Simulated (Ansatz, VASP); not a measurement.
# Two plane-wave programs on Sn3Se

```xyz
4
Lattice="0.0000 3.6721 3.6721 3.6721 0.0000 3.6721 3.6721 3.6721 0.0000" Properties=species:S:1:pos:R:3 pbc="T T T"
Sn    1.8360    1.8360    1.8360
Sn    5.5081    5.5081    5.5081
Sn    3.6721    3.6721    3.6721
Se    0.0000    0.0000    0.0000
```

Alike in both runs: functional PBE; dispersion D3(BJ); k mesh 10 × 10 × 10; occupations gaussian, width 0.1 eV; no spin polarisation.

Ansatz relaxed the structure, and its values are those at the end. VASP's run is a single point on that final structure, the one shown.

|  | VASP | Ansatz |
| --- | --- | --- |
| version | VASP 6.6.1 | Ansatz 0.2.0 |
| potentials or method | VASP PAW PBE potentials, release 64 (Sn_d, Se), cutoff 520 eV | scalar-relativistic, plane waves, PAW |
| valence electrons in the cell | 48 | 58 |

|  | VASP | Ansatz | Ansatz less VASP |
| --- | --- | --- | --- |
| gap on the k mesh at the Fermi level (eV) | none | none | - |
| pressure (GPa) | 0.0 | 0.0 | +0.02 |

A gap of «none» marks a metal or a gap that the smearing closes. VASP's potentials hold 48 valence electrons a cell and Ansatz's 58, so a difference there can come from the potentials and not from the codes.
